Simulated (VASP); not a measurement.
# Gd2ZrN3 (P-3m1) in VASP: notebook, part 2 of 2

VASP 6.6.1. Earlier steps stand in the parts before.

### 3 Single point, PBE, collinear spin, ferromagnetic start

This run uses another cell than the first one: it holds 6 atoms, not 12.

The input, INCAR:

```
ALGO = Normal
EDIFF = 1E-6
ENCUT = 520
GGA = PE
ISIF = 2
ISMEAR = 0
ISPIN = 2
LASPH = T
LCHARG = F
LMAXMIX = 6
LORBIT = 11
LREAL = F
LWAVE = F
MAGMOM = 7.52 7.52 0 0 0 0
NBANDS = 44
NELM = 150
PREC = Accurate
SIGMA = 0.1
```

The input, KPOINTS:

```
k-points
0
Gamma
  12 12 4
```

The input, POSCAR:

```
Gd2ZrN3
1.0
    3.4021022488      0.0000000000      0.0000000000
   -1.7010511244      2.9463069737      0.0000000000
    0.0000000000      0.0000000000      8.4548700681
Gd Zr N
2 1 3
Direct
    0.6666666667      0.3333333333      0.6706652212
    0.3333333333      0.6666666667      0.3293347788
    0.0000000000      0.0000000000      0.0000000000
    0.3333333333      0.6666666667      0.8531223863
    0.6666666667      0.3333333333      0.1468776137
    0.0000000000      0.0000000000      0.5000000000
```

Potentials or basis: VASP PAW PBE potentials, release 64 (Gd, Zr_sv, N).

Started as:

```
cat potpaw_PBE.64/Gd/POTCAR potpaw_PBE.64/Zr_sv/POTCAR potpaw_PBE.64/N/POTCAR > POTCAR
mpirun -np 1 vasp_std > vasp.out
```

OUTCAR:

```text
EDIFF = 1E-6
   ENCUT = 520
   GGA = PE
   ISIF = 2
   ISMEAR = 0
   ISPIN = 2
   LASPH = T
   LORBIT = 11
   LREAL = F
   NELM = 150
   PREC = Accurate

 ion  position               nearest neighbor table
   1  0.667  0.333  0.671-   6 2.44   6 2.44   6 2.44   4 2.50   4 2.50   4 2.50   3 3.41   3 3.41
                             3 3.41   2 3.49   2 3.49   2 3.49
   2  0.333  0.667  0.329-   6 2.44   6 2.44   6 2.44   5 2.50   5 2.50   5 2.50   3 3.41   3 3.41
                             3 3.41   1 3.49   1 3.49   1 3.49
   3  0.000  0.000  0.000-   4 2.32   5 2.32   4 2.32   5 2.32   5 2.32   4 2.32   1 3.41   2 3.41
                             2 3.41   1 3.41   2 3.41   1 3.41
   4  0.333  0.667  0.853-   3 2.32   3 2.32   3 2.32   1 2.50   1 2.50   1 2.50
   5  0.667  0.333  0.147-   3 2.32   3 2.32   3 2.32   2 2.50   2 2.50   2 2.50
   6  0.000  0.000  0.500-   1 2.44   2 2.44   2 2.44   1 2.44   1 2.44   2 2.44

  LATTYP: Found a hexagonal cell.
 ALAT       =     3.4021022488
 C/A-ratio  =     2.4851898767

  Lattice vectors:

 A1 = (   3.4021022488,   0.0000000000,   0.0000000000)
 A2 = (  -1.7010511244,   2.9463069737,   0.0000000000)
 A3 = (   0.0000000000,   0.0000000000,   8.4548700681)

Analysis of symmetry for initial positions (statically):
=====================================================================
 Subroutine PRICEL returns:
 Original cell was already a primitive cell.

 Routine SETGRP: Setting up the symmetry group for a
 hexagonal supercell.

 Subroutine GETGRP returns: Found 12 space group operations
 (whereof 12 operations were pure point group operations)
 out of a pool of 24 trial point group operations.

The static configuration has the point symmetry D_3d.

Analysis of symmetry for dynamics (positions and initial velocities):
=====================================================================
 Subroutine PRICEL returns:
 Original cell was already a primitive cell.

 Routine SETGRP: Setting up the symmetry group for a
 hexagonal supercell.

 Subroutine GETGRP returns: Found 12 space group operations
 (whereof 12 operations were pure point group operations)
 out of a pool of 24 trial point group operations.

The dynamic configuration has the point symmetry D_3d.

Analysis of structural, dynamic, and magnetic symmetry:
=====================================================================
 Subroutine PRICEL returns:
 Original cell was already a primitive cell.

 Routine SETGRP: Setting up the symmetry group for a
 hexagonal supercell.

 Subroutine GETGRP returns: Found 12 space group operations
 (whereof 12 operations were pure point group operations)
 out of a pool of 24 trial point group operations.

The overall configuration has the point symmetry D_3d.

 Subroutine INISYM returns: Found 12 space group operations
 (whereof 12 operations are pure point group operations),
 and found     1 'primitive' translations

----------------------------------------------------------------------------------------

                                     Primitive cell

  volume of cell :      84.7486

  direct lattice vectors                    reciprocal lattice vectors
     3.402102249  0.000000000  0.000000000     0.293935904  0.169703973  0.000000000
    -1.701051124  2.946306974  0.000000000     0.000000000  0.339407947  0.000000000
[... 105 lines left out ...]
   NUPDOWN=      -1.0000    fix difference up-down
   EMIN   =  10.00;   EMAX   =-10.00  energy-range for DOS
   EFERMI =   0.00;   METHOD = LEGACY
   ISMEAR =     0;   SIGMA  =   0.10  broadening in eV -4-tet -1-fermi 0-gaus
   EFERMI_NEDOS =   21; number of points for ismear=-14 and -15
   IALGO  =     38    algorithm
   IMIX   =      4    mixing-type and parameters
     AMIX     =   0.40;   BMIX     =  1.00
     AMIX_MAG =   1.60;   BMIX_MAG =  1.00
  volume/ion in A,a.u.               =      14.12        95.32
  Fermi-wavevector in a.u.,A,eV,Ry     =   1.483011  2.802484 29.923570  2.199320
  Thomas-Fermi vector in A             =   2.596725
   LORBIT       =     11    0 simple, 1 ext, 2 COOP (PROOUT), +10 PAW based schemes
   GGA     = PE    functional components
   LHFCALC =     F    Hartree Fock is set to
   AEXX    =    0.0000 exact exchange contribution
   IVDW    =     0    specifies the selected vdW correction
   LEPSILON=     F    determine dielectric tensor
   LRPA    =     F    only Hartree local field effects (RPA)
 spin polarized calculation
 Gauss-broadening in eV      SIGMA  =   0.10
  energy-cutoff  :      520.00
  volume of cell :       84.75
 maximum number of plane-waves:      2312
 NGX is ok and might be reduce to    28

 number of electron      63.0000002 magnetization      13.8852359

 Free energy of the ion-electron system (eV)
  ---------------------------------------------------
  ext. energy  EPLUGINS =         0.00000000
  ---------------------------------------------------
  free energy    TOTEN  =       -66.92616375 eV

  energy without entropy =      -66.91772984  energy(sigma->0) =      -66.92194680

 E-fermi :   6.8357     XC(G=0): -11.9528

 val. band max:        6.8201561745   @ k =   0.4167   0.1667   0.2500
 cond. band min:       6.8390232681   @ k =   0.2500  -0.0000   0.0000
 fundamental gap:      0.0188670936
 Fermi energy:         6.8357025673

 spin component 1

 k-point     1 :       0.0000    0.0000    0.0000
  band No.  band energies     occupation
      1     -42.6164      1.00000
      2     -37.6292      1.00000
      3     -37.5762      1.00000
      4     -20.7807      1.00000
      5     -20.4264      1.00000
      6     -20.4264      1.00000
[... 1093 lines left out ...]
     42       8.8185      0.00000
     43       9.7136      0.00000

 [... further k-points ...]

 spin component 2

 k-point     1 :       0.0000    0.0000    0.0000
  band No.  band energies     occupation
      1     -42.6479      1.00000
      2     -34.5506      1.00000
      3     -34.4818      1.00000
      4     -20.8266      1.00000
      5     -20.4573      1.00000
      6     -20.4573      1.00000
[... 1093 lines left out ...]
     42       9.5250      0.00000
     43      10.3003      0.00000

 [... further k-points ...]

 [bands above 43 left out]

------------------------ aborting loop because EDIFF is reached ----------------------------------------

  FORCE on cell =-STRESS in cart. coord.  units (eV):
  Direction    XX          YY          ZZ          XY          YZ          ZX
  --------------------------------------------------------------------------------------
  -------------------------------------------------------------------------------------
  Total        0.0496625      0.0496625      0.0385102      0.0000000      0.0000000      0.0000000
  in kB        0.9388726      0.9388726      0.7280381      0.0000000      0.0000000      0.0000000
  external PRESSURE =       0.8685944 kB  Pullay stress =       0.0000000 kB

 VOLUME and BASIS-vectors are now :
 -----------------------------------------------------------------------------
  energy-cutoff  :      520.00
  volume of cell :       84.75
      direct lattice vectors                 reciprocal lattice vectors
     3.402102249  0.000000000  0.000000000     0.293935904  0.169703973  0.000000000
    -1.701051124  2.946306974  0.000000000     0.000000000  0.339407947  0.000000000
     0.000000000  0.000000000  8.454870068     0.000000000  0.000000000  0.118275029

 POSITION                                       TOTAL-FORCE (eV/Angst)
 -----------------------------------------------------------------------------------
      1.70105      0.98210      5.67039        -0.000000      0.000000      0.003956
     -0.00000      1.96420      2.78448         0.000000     -0.000000     -0.003956
      0.00000      0.00000      0.00000         0.000000      0.000000      0.000000
     -0.00000      1.96420      7.21304        -0.000000      0.000000     -0.008907
      1.70105      0.98210      1.24183        -0.000000     -0.000000      0.008907
      0.00000      0.00000      4.22744         0.000000      0.000000      0.000000
 -----------------------------------------------------------------------------------
    total drift:                                0.000000     -0.000000     -0.000000

  FREE ENERGIE OF THE ION-ELECTRON SYSTEM (eV)
  ---------------------------------------------------
  free  energy   TOTEN  =       -66.9261637545 eV

  energy  without entropy=      -66.9177298391  energy(sigma->0) =      -66.92194680

 total charge

# of ion       s       p       d       f       tot
--------------------------------------------------
    1        2.034   5.661   0.586   7.012  15.292
    2        2.034   5.661   0.586   7.012  15.292
    3        2.163   6.028   1.503   0.000   9.694
    4        1.247   2.414   0.000   0.000   3.661
    5        1.247   2.414   0.000   0.000   3.661
    6        1.251   2.414   0.000   0.000   3.666
--------------------------------------------------
tot          9.976  24.592   2.675  14.023  51.266

 magnetization (x)

# of ion       s       p       d       f       tot
--------------------------------------------------
    1       -0.005  -0.078   0.074   6.784   6.774
    2       -0.005  -0.078   0.074   6.784   6.774
    3       -0.003  -0.001  -0.045   0.000  -0.049
    4       -0.003  -0.018   0.000   0.000  -0.020
    5       -0.003  -0.018   0.000   0.000  -0.020
    6       -0.007  -0.067   0.000   0.000  -0.074
--------------------------------------------------
tot         -0.027  -0.260   0.102  13.569  13.384
```

It took 1.6 h on 1 thread of Oxide Virtual Turin-like, shared host; peak memory 0.53 GiB.

What came out:

- Free energy: -66.9262 eV
- Pressure: 0.1 GPa
- Largest force: 0.009 eV/Å
- Net moment: 13.89 μB per cell
- Site moments: Gd +6.77; Zr -0.05; N -0.02, -0.07 (each value once) μB
- Valence electrons inside the program's atomic spheres: Gd 15.29; Zr 9.69; N 3.66, 3.67 (each value once)

Forces in eV/Å, atoms in the order of the input:
```
Gd   0.000  0.000  0.004
Gd   0.000  0.000 -0.004
Zr   0.000  0.000  0.000
N    0.000  0.000 -0.009
N    0.000  0.000  0.009
N    0.000  0.000  0.000
```

Levels at points of the mesh, in eV from the Fermi level:
Spin up:
| k point | band 36 | band 37 | band 38 | band 39 | band 40 | band 41 |
| --- | --- | --- | --- | --- | --- | --- |
| (0.00, 0.00, 0.00) | -1.16 | -1.08 | -1.08 | 0.86 | 0.86 | 0.93 |
| (0.50, 0.00, 0.00) | -2.73 | -1.85 | -1.55 | -1.51 | 1.96 | 2.12 |
| (0.00, 0.00, 0.50) | -2.16 | -1.94 | -1.94 | 1.11 | 1.11 | 1.38 |
| (0.50, 0.00, 0.50) | -2.69 | -2.56 | -1.95 | -0.34 | -0.14 | 3.19 |
Spin down:
| k point | band 23 | band 24 | band 25 | band 26 | band 27 | band 28 |
| --- | --- | --- | --- | --- | --- | --- |
| (0.00, 0.00, 0.00) | -1.88 | -1.88 | 0.70 | 0.83 | 0.83 | 0.95 |
| (0.50, 0.00, 0.00) | -2.00 | -1.98 | -1.49 | 0.86 | 1.23 | 1.23 |
| (0.00, 0.00, 0.50) | -2.36 | -2.36 | 0.52 | 0.83 | 0.83 | 0.96 |
| (0.50, 0.00, 0.50) | -2.49 | -2.36 | -0.68 | 0.08 | 1.21 | 1.23 |

Caveat: spin-orbit coupling is left out, which moves the levels of the heavy elements; semilocal functionals describe open f shells poorly, which spoils levels, moments and volumes.
